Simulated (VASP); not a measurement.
Set up this calculation in VASP 6.6.1, as the native input.

| Quantity | Value |
| --- | --- |
| Task | relaxation of cell and atoms |
| Functional | PBE |
| Potentials or basis | VASP PAW PBE potentials, release 64 (Cu, O) |
| Cutoff | 600 eV |
| k mesh | 16 × 16 × 16 |
| Occupations | gaussian, width 0.1 eV |
| Spin | collinear spin, ferromagnetic start |
| Starting moments | [0.28, 0.21] μB |
| Hubbard terms | Cu d U = 4.0 eV |
| Dipole correction | no |
| Further INCAR settings | ALGO = Normal; EDIFF = 1e-06; IBRION = 2; EDIFFG = -0.01; NSW = 80; ISIF = 3 |

The structure of CuO lies in POSCAR:

```
CuO
1.0
    0.0000000000      2.1343729728      2.1343729728
    2.1343729728      0.0000000000      2.1343729728
    2.1343729728      2.1343729728      0.0000000000
Cu O
1 1
Direct
    0.0000000000      0.0000000000      0.0000000000
    0.5000000000      0.5000000000      0.5000000000
```

One way to write it, as run:

INCAR

```
PREC = Accurate
ENCUT = 600
EDIFF = 1E-6
ISMEAR = 0
SIGMA = 0.1
LREAL = F
LASPH = T
NELM = 150
ALGO = Normal
ISIF = 3
LWAVE = F
LCHARG = F
ISPIN = 2
MAGMOM = 0.28 0.21
LORBIT = 11
LMAXMIX = 4
LDAU = T
LDAUTYPE = 2
LDAUL = 2 -1
LDAUU = 4 0
LDAUJ = 0 0
LDAUPRINT = 1
GGA = PE
IBRION = 2
NSW = 80
EDIFFG = -0.01
```

KPOINTS

```
regular mesh
0
Gamma
  16 16 16
```

Potentials or basis: VASP PAW PBE potentials, release 64 (Cu, O).

Launch:

```console
$ cat potpaw_PBE.64/Cu/POTCAR potpaw_PBE.64/O/POTCAR > POTCAR
$ mpirun -np 1 vasp_std > vasp.out
```

It gave:

| Item | Value |
| --- | --- |
| Relaxed volume | 9.50 Å³/atom |
| Relaxed cell | a = 2.995 Å, b = 2.995 Å, c = 2.995 Å, α = 60.00°, β = 60.00°, γ = 60.00° |
| Space group after relaxing (to 0.05 Å) | Fm-3m (No. 225) |
| Energy gained by relaxing | 2.7 meV/atom |
| Ionic steps | 3 |
| Pressure after relaxing | 0.1 GPa |
| Band gap on the k mesh | zero (filled and empty bands overlap) |
| Net moment | 0.99 μB per cell |
| Site moments | Cu +0.58; O +0.38 μB |
| Valence electrons inside the program's atomic spheres | Cu 9.84; O 4.93 |

Caveat: a cell with one magnetic atom can't hold antiferromagnetic order, which such compounds often take.

It took 100 s on 1 thread of Intel Xeon 6975P-C, on a shared host, peak memory 0.21 GiB.
